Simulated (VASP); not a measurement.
Runs of VASP 6.6.1 on Sc. The structure is that of space group Fm-3m (No. 225), or close to it. The cells are those of the table. This isn't the form of Sc at room conditions, which is hcp.

| cell | gap on the mesh (eV) | pressure (GPa) |
| --- | --- | --- |
| a = 3.339 Å, angles 60.0°, 1 atom | none | -2.2 |
| a = 3.468 Å, angles 60.0°, 1 atom | none | -6.6 |
| a = 2.954 Å, angles 60.0°, 1 atom | none | (b) |
| a = 3.276, b = 3.276, c = 3.211 Å, angles 60.7, 60.7, 58.7°, 1 atom | none | 1.9 |
| a = 3.083 Å, angles 60.0°, 1 atom | none | (a) |

Alike in all rows: task single point; level r2SCAN; potentials or basis VASP PAW PBE potentials, release 64 (Sc_sv); no spin polarisation; k mesh 18 × 18 × 18; cutoff (eV) 520; smearing gaussian 0.15 eV.

Question: Estimate the missing entries.

Answer: (a) 13.5; (b) 26.6.

Caveats: the PAW data sets were made with another functional, which shifts forces and pressure a little; the cell stands under pressure (at least some runs); the cell stands under tension (at least some runs).

A gap of «none» marks levels without a gap at the run's occupations.
